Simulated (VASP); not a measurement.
# CuSi16 (a cell with a defect) in VASP: a series of runs

Runs on CuSi16 (a cell with a defect). Level: PBE. Tasks: single point.

All numbers are computed with VASP 6.6.1; they aren't measurements. Logs are shortened: lines on timing, memory, paths and dates and some standing lists are left out, and cuts for length are marked.

## (1) The cell of the first run

The cell holds a defect, 17 atoms: a = 7.679 Å, b = 7.679 Å, c = 7.679 Å, α = 60.00°, β = 60.00°, γ = 60.00°.

## (2) Single point, PBE

Input file INCAR:

```
ALGO = Normal
EDIFF = 1E-6
ENCUT = 520
GGA = PE
ISIF = 2
ISMEAR = -1
LASPH = T
LCHARG = F
LREAL = Auto
LWAVE = F
NBANDS = 52
NELECT = 74.0
NELM = 80
PREC = Accurate
SIGMA = 0.02
```

Input file KPOINTS:

```
k-points
0
Gamma
  2 2 2
```

Input file POSCAR:

```
CuSi16
1.0
    0.0000000000      5.4300000000      5.4300000000
    5.4300000000      0.0000000000      5.4300000000
    5.4300000000      5.4300000000      0.0000000000
Si Cu
16 1
Direct
    0.0013303867     -0.0115331492      0.0053438306
    0.1181976980      0.1175400552      0.1415995396
   -0.0426953959      0.0247215470      0.5092598527
    0.1181995396      0.1175610497      0.6231866483
   -0.0011852670      0.5077780847      0.0011147330
    0.1431496317      0.6141085635      0.1216465009
   -0.0012183241      0.5077627072      0.4928437385
    0.1119508287      0.6532701657      0.6176447514
    0.4922160221     -0.0040165746      0.0135281768
    0.6286447514      0.1193372007      0.1262716390
    0.4922090239     -0.0040244936      0.4988012891
    0.5856718232      0.1351985267      0.6398152855
    0.5143460405      0.4934116022     -0.0036093923
    0.6267011971      0.6216227440      0.1283279006
    0.4864245856      0.5126726519      0.5007153775
    0.6266818600      0.6216197974      0.6238879374
    0.1619131676      0.2861947514      0.7761315838
```

Potentials or basis: VASP PAW PBE potentials, release 64 (Si, Cu).

The run is started by

```
$ cat potpaw_PBE.64/Si/POTCAR potpaw_PBE.64/Cu/POTCAR > POTCAR
$ mpirun -np 1 vasp_std > vasp.out
```

OUTCAR:

```text
EDIFF = 1E-6
   ENCUT = 520
   GGA = PE
   ISIF = 2
   ISMEAR = -1
   LASPH = T
   LREAL = Auto
   NELECT = 74.0
   NELM = 80
   PREC = Accurate

 ion  position               nearest neighbor table
   1  0.001  0.988  0.005-  10 2.34   6 2.35   4 2.40   2 2.40  17 2.54
   2  0.118  0.118  0.142-   3 2.32   9 2.35  17 2.35   1 2.40   5 2.45
   3  0.957  0.025  0.509-   2 2.32   4 2.32  12 2.33   8 2.34
   4  0.118  0.118  0.623-   3 2.32  11 2.35  17 2.35   1 2.40   7 2.45
   5  0.999  0.508  0.001-   6 2.33  14 2.33   8 2.41   2 2.45  17 2.47
   6  0.143  0.614  0.122-  13 2.33   5 2.33   7 2.33   1 2.35
   7  0.999  0.508  0.493-   6 2.33  16 2.33   8 2.41   4 2.45  17 2.47
   8  0.112  0.653  0.618-   3 2.34  15 2.35  17 2.35   5 2.41   7 2.41
   9  0.492  0.996  0.014-  10 2.34   2 2.35  14 2.35  12 2.35
  10  0.629  0.119  0.126-   1 2.34   9 2.34  11 2.34  13 2.35
  11  0.492  0.996  0.499-  10 2.34   4 2.35  16 2.35  12 2.35
  12  0.586  0.135  0.640-   3 2.33  11 2.35   9 2.35  15 2.37  17 2.66
  13  0.514  0.493  0.996-   6 2.33  16 2.34  14 2.34  10 2.35
  14  0.627  0.622  0.128-   5 2.33  13 2.34  15 2.34   9 2.35
  15  0.486  0.513  0.501-  16 2.34  14 2.34   8 2.35  12 2.37
  16  0.627  0.622  0.624-   7 2.33  13 2.34  15 2.34  11 2.35
  17  0.162  0.286  0.776-   4 2.35   2 2.35   8 2.35   7 2.47   5 2.47   1 2.54  12 2.66

  LATTYP: Found a face centered cubic cell.
 ALAT       =    10.8600000000

  Lattice vectors:

 A1 = (   0.0000000000,   5.4300000000,   5.4300000000)
 A2 = (   5.4300000000,   0.0000000000,   5.4300000000)
 A3 = (   5.4300000000,   5.4300000000,   0.0000000000)

Analysis of symmetry for initial positions (statically):
=====================================================================
 Subroutine PRICEL returns:
 Original cell was already a primitive cell.

 Routine SETGRP: Setting up the symmetry group for a
 face centered cubic supercell.

 Subroutine GETGRP returns: Found  1 space group operations
 (whereof  1 operations were pure point group operations)
 out of a pool of 48 trial point group operations.

The static configuration has the point symmetry C_1 .

Analysis of symmetry for dynamics (positions and initial velocities):
=====================================================================
 Subroutine PRICEL returns:
 Original cell was already a primitive cell.

 Routine SETGRP: Setting up the symmetry group for a
 face centered cubic supercell.

 Subroutine GETGRP returns: Found  1 space group operations
 (whereof  1 operations were pure point group operations)
 out of a pool of 48 trial point group operations.

The dynamic configuration has the point symmetry C_1 .

 Subroutine INISYM returns: Found  1 space group operations
 (whereof  1 operations are pure point group operations),
 and found     1 'primitive' translations

----------------------------------------------------------------------------------------

                                     Primitive cell

  volume of cell :     320.2060

  direct lattice vectors                    reciprocal lattice vectors
     0.000000000  5.430000000  5.430000000    -0.092081031  0.092081031  0.092081031
     5.430000000  0.000000000  5.430000000     0.092081031 -0.092081031  0.092081031
     5.430000000  5.430000000  0.000000000     0.092081031  0.092081031 -0.092081031

  length of vectors
     7.679179644  7.679179644  7.679179644     0.159489025  0.159489025  0.159489025

  position of ions in fractional coordinates (direct lattice)
     0.001330387  0.988466851  0.005343831
     0.118197698  0.117540055  0.141599540
     0.957304604  0.024721547  0.509259853
     0.118199540  0.117561050  0.623186648
     0.998814733  0.507778085  0.001114733
     0.143149632  0.614108563  0.121646501
[... 9 lines left out ...]
     0.626681860  0.621619797  0.623887937
     0.161913168  0.286194751  0.776131584

  ion indices of the primitive-cell ions
   primitive index   ion index
                 1           1
                 2           2
                 3           3
                 4           4
                 5           5
                 6           6
[... 9 lines left out ...]
                16          16
                17          17

----------------------------------------------------------------------------------------

 KPOINTS: k-points

Automatic generation of k-mesh.
 Grid dimensions read from file:
 generate k-points for:    2    2    2

 Generating k-lattice:

  Cartesian coordinates                     Fractional coordinates (reciprocal lattice)
    -0.046040516  0.046040516  0.046040516     0.500000000  0.000000000  0.000000000
     0.046040516 -0.046040516  0.046040516     0.000000000  0.500000000  0.000000000
     0.046040516  0.046040516 -0.046040516     0.000000000  0.000000000  0.500000000

  Length of vectors
     0.079744512  0.079744512  0.079744512

  Shift w.r.t. Gamma in fractional coordinates (k-lattice)
[... 79 lines left out ...]
  free energy    TOTEN  =       -94.22296765 eV

  energy without entropy =      -94.22219669  energy(sigma->0) =      -94.22258217

 E-fermi :   6.4018     XC(G=0):  -9.6098

 val. band max:        6.3177552642   @ k =   0.0000   0.0000   0.0000
 cond. band min:       6.4858588664   @ k =   0.0000   0.0000   0.0000
 fundamental gap:      0.1681036022
 Fermi energy:         6.4018479497

 k-point     1 :       0.0000    0.0000    0.0000
  band No.  band energies     occupation
      1      -5.8949      2.00000
      2      -3.5306      2.00000
      3      -3.5170      2.00000
      4      -3.4858      2.00000
      5      -3.4656      2.00000
      6      -2.0123      2.00000
[... 41 lines left out ...]
     48       8.4656      0.00000
     49       8.5793      0.00000

 k-point     2 :       0.5000    0.0000    0.0000
  band No.  band energies     occupation
      1      -5.2582      2.00000
      2      -4.8990      2.00000
      3      -3.2456      2.00000
      4      -3.2299      2.00000
      5      -3.1991      2.00000
      6      -3.0636      2.00000
[... 41 lines left out ...]
     48       9.8103      0.00000
     49       9.8462      0.00000

 k-point     3 :       0.0000    0.5000    0.0000
  band No.  band energies     occupation
      1      -5.1923      2.00000
      2      -4.9788      2.00000
      3      -3.3124      2.00000
      4      -3.2202      2.00000
      5      -3.1481      2.00000
      6      -3.0343      2.00000
[... 41 lines left out ...]
     48       9.8112      0.00000
     49       9.9020      0.00000

 k-point     4 :       0.0000    0.0000    0.5000
  band No.  band energies     occupation
      1      -5.1995      2.00000
      2      -4.9629      2.00000
      3      -3.3067      2.00000
      4      -3.2539      2.00000
      5      -3.1520      2.00000
      6      -3.0365      2.00000
[... 41 lines left out ...]
     48       9.8293      0.00000
     49       9.9649      0.00000

 k-point     5 :       0.5000    0.5000    0.5000
  band No.  band energies     occupation
      1      -5.1992      2.00000
      2      -4.9633      2.00000
      3      -3.3072      2.00000
      4      -3.2536      2.00000
      5      -3.1516      2.00000
      6      -3.0364      2.00000
[... 41 lines left out ...]
     48       9.8291      0.00000
     49       9.9647      0.00000

 k-point     6 :       0.5000    0.5000    0.0000
  band No.  band energies     occupation
      1      -4.9283      2.00000
      2      -4.7233      2.00000
      3      -3.8824      2.00000
      4      -3.7626      2.00000
      5      -3.7607      2.00000
      6      -3.7296      2.00000
[... 41 lines left out ...]
     48      10.4760      0.00000
     49      10.4950      0.00000

 k-point     7 :       0.0000    0.5000    0.5000
  band No.  band energies     occupation
      1      -4.9347      2.00000
      2      -4.7148      2.00000
      3      -3.8816      2.00000
      4      -3.7756      2.00000
      5      -3.7448      2.00000
      6      -3.7371      2.00000
[... 41 lines left out ...]
     48      10.4725      0.00000
     49      10.4906      0.00000

 k-point     8 :       0.5000    0.0000    0.5000
  band No.  band energies     occupation
      1      -4.9347      2.00000
      2      -4.7147      2.00000
      3      -3.8816      2.00000
      4      -3.7758      2.00000
      5      -3.7446      2.00000
      6      -3.7372      2.00000
[... 41 lines left out ...]
     48      10.4724      0.00000
     49      10.4904      0.00000
 [bands above 49 left out]

------------------------ aborting loop because EDIFF is reached ----------------------------------------

  FORCE on cell =-STRESS in cart. coord.  units (eV):
  Direction    XX          YY          ZZ          XY          YZ          ZX
  --------------------------------------------------------------------------------------
  -------------------------------------------------------------------------------------
  Total       -1.3495994     -1.3449963     -1.9482298      0.8136451      0.0856090     -0.0784369
  in kB       -6.7528323     -6.7298003     -9.7481293      4.0711405      0.4283519     -0.3924657
  external PRESSURE =      -7.7435873 kB  Pullay stress =       0.0000000 kB

 VOLUME and BASIS-vectors are now :
 -----------------------------------------------------------------------------
  energy-cutoff  :      520.00
  volume of cell :      320.21
      direct lattice vectors                 reciprocal lattice vectors
     0.000000000  5.430000000  5.430000000    -0.092081031  0.092081031  0.092081031
     5.430000000  0.000000000  5.430000000     0.092081031 -0.092081031  0.092081031
     5.430000000  5.430000000  0.000000000     0.092081031  0.092081031 -0.092081031

 POSITION                                       TOTAL-FORCE (eV/Angst)
 -----------------------------------------------------------------------------------
      5.39639      0.03624      5.37460        -0.003563      0.006549     -0.031550
      1.40713      1.41070      1.28006         0.011772     -0.000900      0.019393
      2.89952      7.96345      5.33240        -0.011849      0.009348     -0.013888
      4.02226      4.02573      1.28018        -0.004653     -0.015266      0.014758
      2.76329      5.42962      8.18080         0.009568      0.006666     -0.015388
      3.99515      1.43784      4.11191         0.005897     -0.005461      0.017899
[... 9 lines left out ...]
      6.76311      6.79059      6.77828         0.008548     -0.000856      0.008988
      5.76843      5.09358      2.43323        -0.005794      0.013260      0.009250
 -----------------------------------------------------------------------------------
    total drift:                               -0.006321      0.001529      0.012645

  FREE ENERGIE OF THE ION-ELECTRON SYSTEM (eV)
  ---------------------------------------------------
  free  energy   TOTEN  =       -94.2229676471 eV

  energy  without entropy=      -94.2221966906  energy(sigma->0) =      -94.22258217
```

It took 6.1 min on 1 thread of Intel Xeon Platinum 8259CL at 2.50GHz (Skylake/Cascade Lake), shared host; peak memory 0.5 GiB.

Results:

| Item | Value |
| --- | --- |
| Free energy | -94.2230 eV |
| Largest force | 0.032 eV/Å |

Forces in eV/Å, atoms in the order of the input:
```
Si  -0.004  0.007 -0.032
Si   0.012 -0.001  0.019
Si  -0.012  0.009 -0.014
Si  -0.005 -0.015  0.015
Si   0.010  0.007 -0.015
Si   0.006 -0.005  0.018
Si  -0.006 -0.012 -0.012
Si   0.005 -0.003  0.008
Si  -0.006  0.005 -0.011
Si   0.004 -0.004  0.011
Si  -0.007  0.005 -0.010
Si   0.004 -0.003  0.015
Si  -0.003  0.003 -0.012
Si   0.002 -0.007  0.010
Si  -0.003  0.003 -0.009
Si   0.009 -0.001  0.009
Cu  -0.006  0.013  0.009
```

Caveat: the k points lie up to 0.50 Å⁻¹ apart; the cell carries a net charge on a neutralising background, which shifts energy and pressure; the cell is charged against a uniform background, so pressure and absolute levels hang on convention.

## (3) Single point, PBE

Input file INCAR:

```
SYSTEM = CuSi16
PREC = Accurate
ENCUT = 520
EDIFF = 1E-6
ISMEAR = -1
SIGMA = 0.02
LREAL = Auto
LASPH = .TRUE.
NELM = 80
ALGO = Normal
ISIF = 2
LWAVE = .FALSE.
LCHARG = .TRUE.
GGA = PE
LELF = .TRUE.
LVHAR = .TRUE.
NELECT = 74.0
NBANDS = 52
```

Input file KPOINTS:

```
regular mesh
0
G
  2 2 2
  0 0 0
```

Input file POSCAR:

```
CuSi16
1.0
    0.0000000000      5.4300000000      5.4300000000
    5.4300000000      0.0000000000      5.4300000000
    5.4300000000      5.4300000000      0.0000000000
Si Cu
16 1
Direct
   -0.0071236648     -0.0001210866      0.0118413444
    0.1140930018      0.1165593002      0.1471826888
    0.0052725599      0.0167432781      0.5170307551
    0.1340794659      0.1388555249      0.6380181400
   -0.0170988029      0.5055238490      0.0053803867
    0.1130102210      0.6267030387      0.1257676796
   -0.0072337017      0.5125561694      0.4989804788
    0.1142267956      0.6469754144      0.6163269797
    0.4987444751     -0.0149253223      0.0083735727
    0.6207452118      0.1185691529      0.1247080110
    0.5068374770     -0.0011509208      0.4980501842
    0.6375854512      0.1198348066      0.6194239411
    0.4853710866      0.4920559853     -0.0087257827
    0.6131220994      0.6135705341      0.1132095764
    0.4987848987      0.5085285451      0.4848079190
    0.6206548803      0.6255596685      0.6177644567
    0.2849153775      0.2917247698      0.7919816759
```

Potentials or basis: VASP PAW PBE potentials, release 64 (Si, Cu).

The run is started by

```
$ cat potpaw_PBE.64/Si/POTCAR potpaw_PBE.64/Cu/POTCAR > POTCAR
$ mpirun -np 1 vasp_std > vasp.out
```

Run time: 7.9 min. Hardware: 1 thread of Intel Xeon Platinum 8259CL at 2.50GHz (Skylake/Cascade Lake), shared host; peak memory 0.49 GiB.

The run converged. Its results:

- Free energy: -94.2075 eV
- Largest force: 0.099 eV/Å

Forces in eV/Å, atoms in the order of the input:
```
Si  -0.004 -0.001  0.003
Si  -0.003 -0.001  0.001
Si   0.011  0.003  0.001
Si   0.004  0.015  0.013
Si   0.001  0.009  0.002
Si   0.003 -0.003 -0.002
Si  -0.005  0.007 -0.004
Si  -0.003 -0.002  0.004
Si   0.003 -0.009  0.007
Si  -0.004  0.015 -0.001
Si   0.017 -0.002 -0.004
Si  -0.005  0.001  0.005
Si   0.014  0.011  0.008
Si   0.010  0.017  0.023
Si   0.001  0.009 -0.010
Si  -0.003 -0.002  0.015
Cu  -0.037 -0.069 -0.060
```

Levels at points of the mesh, in eV from the Fermi level:
| k point | band 34 | band 35 | band 36 | band 37 | band 38 | band 39 | band 40 | band 41 |
| --- | --- | --- | --- | --- | --- | --- | --- | --- |
| (0.00, 0.00, 0.00) | -1.12 | -0.60 | -0.21 | -0.04 | 0.04 | 0.22 | 0.56 | 0.57 |
| (0.50, 0.00, 0.00) | -1.03 | -0.94 | -0.93 | -0.75 | 0.58 | 1.07 | 1.16 | 1.29 |
| (0.00, 0.50, 0.00) | -1.02 | -0.95 | -0.93 | -0.78 | 0.56 | 1.07 | 1.14 | 1.28 |
| (0.00, 0.00, 0.50) | -1.02 | -0.95 | -0.93 | -0.79 | 0.56 | 1.07 | 1.14 | 1.28 |
| (0.50, 0.50, 0.50) | -0.94 | -0.92 | -0.62 | -0.52 | 0.53 | 0.97 | 1.37 | 1.39 |
| (0.50, 0.50, 0.00) | -1.58 | -1.53 | -1.46 | -1.18 | 0.66 | 0.89 | 1.88 | 2.04 |
| (0.00, 0.50, 0.50) | -1.56 | -1.55 | -1.47 | -1.15 | 0.66 | 0.89 | 1.87 | 2.05 |
| (0.50, 0.00, 0.50) | -1.57 | -1.53 | -1.46 | -1.18 | 0.66 | 0.89 | 1.88 | 2.04 |

Caveat: the k points lie up to 0.50 Å⁻¹ apart; the cell carries a net charge on a neutralising background, which shifts energy and pressure; the cell is charged against a uniform background, so pressure and absolute levels hang on convention.

## (4) Single point, PBE

Input file INCAR:

```
PREC = Accurate
ENCUT = 520
EDIFF = 1E-6
ISMEAR = -1
SIGMA = 0.02
LREAL = Auto
LASPH = T
NELM = 60
ALGO = Normal
ISIF = 2
LWAVE = F
LCHARG = T
GGA = PE
LELF = T
LVHAR = T
NELECT = 74.0
NBANDS = 52
```

Input file KPOINTS:

```
regular mesh
0
Gamma
  2 2 2
```

Input file POSCAR:

```
CuSi16
1.0
    0.0000000000      5.4300000000      5.4300000000
    5.4300000000      0.0000000000      5.4300000000
    5.4300000000      5.4300000000      0.0000000000
Si Cu
16 1
Direct
   -0.0042378453      0.0005407919      0.0086512891
    0.1178431860      0.1141680479      0.1442220074
    0.0038019337      0.0162341621      0.5147737569
    0.1354201657      0.1364096685      0.6349105893
   -0.0184604972      0.5059988029      0.0045232965
    0.1108326888      0.6273085635      0.1259350829
   -0.0041476059      0.5100859116      0.4991901473
    0.1173062615      0.6453445672      0.6139069982
    0.5021405157     -0.0210403315      0.0103672192
    0.6242074586      0.1158417127      0.1232511050
    0.5077175875     -0.0022000921      0.4964516575
    0.6355988950      0.1188136280      0.6189937385
    0.4829107735      0.4887039595     -0.0118146409
    0.6133865562      0.6083648250      0.1098756906
    0.5014777164      0.5110246777      0.4801348066
    0.6242929098      0.6246129834      0.6155081952
    0.3170454880      0.3187968692      0.8191119705
```

The run is started by

```
$ cat potpaw_PBE.64/Si/POTCAR potpaw_PBE.64/Cu/POTCAR > POTCAR
$ mpirun -np 1 vasp_std > vasp.out
```

It took 9.2 min on 1 thread of Intel Xeon Platinum 8259CL at 2.50GHz (Skylake/Cascade Lake), shared host; peak memory 0.49 GiB.

It converged, with:

```yaml
Free_energy: -94.1760 eV
Largest_force: 0.081 eV/Å
```

Forces on the atoms (eV/Å):
```
Si   0.001 -0.003  0.001
Si  -0.002 -0.005 -0.005
Si  -0.012 -0.008 -0.011
Si  -0.009 -0.002 -0.009
Si   0.004  0.004 -0.009
Si  -0.001 -0.001 -0.008
Si   0.002 -0.002  0.000
Si  -0.010 -0.005 -0.004
Si   0.000  0.000  0.001
Si  -0.001  0.003 -0.004
Si  -0.001 -0.004 -0.001
Si  -0.003 -0.005  0.001
Si  -0.004 -0.006 -0.004
Si  -0.004 -0.001  0.004
Si  -0.011  0.000  0.004
Si  -0.005 -0.001 -0.003
Cu   0.055  0.036  0.047
```

Levels at points of the mesh, in eV from the Fermi level:
```tsv
k point	band 35	band 36	band 37	band 38	band 39	band 40
(0.00, 0.00, 0.00)	-0.53	-0.17	-0.07	0.08	0.10	0.53
(0.50, 0.00, 0.00)	-0.98	-0.93	-0.71	0.66	1.03	1.10
(0.00, 0.50, 0.00)	-1.01	-0.93	-0.76	0.65	1.02	1.08
(0.00, 0.00, 0.50)	-1.00	-0.93	-0.76	0.65	1.02	1.08
(0.50, 0.50, 0.50)	-0.93	-0.61	-0.46	0.56	0.97	1.43
(0.50, 0.50, 0.00)	-1.50	-1.46	-1.19	0.71	0.82	1.87
(0.00, 0.50, 0.50)	-1.51	-1.48	-1.14	0.71	0.80	1.86
(0.50, 0.00, 0.50)	-1.49	-1.46	-1.19	0.70	0.82	1.87
```

Caveat: the k points lie up to 0.50 Å⁻¹ apart; the cell carries a net charge on a neutralising background, which shifts energy and pressure; the cell is charged against a uniform background, so pressure and absolute levels hang on convention.
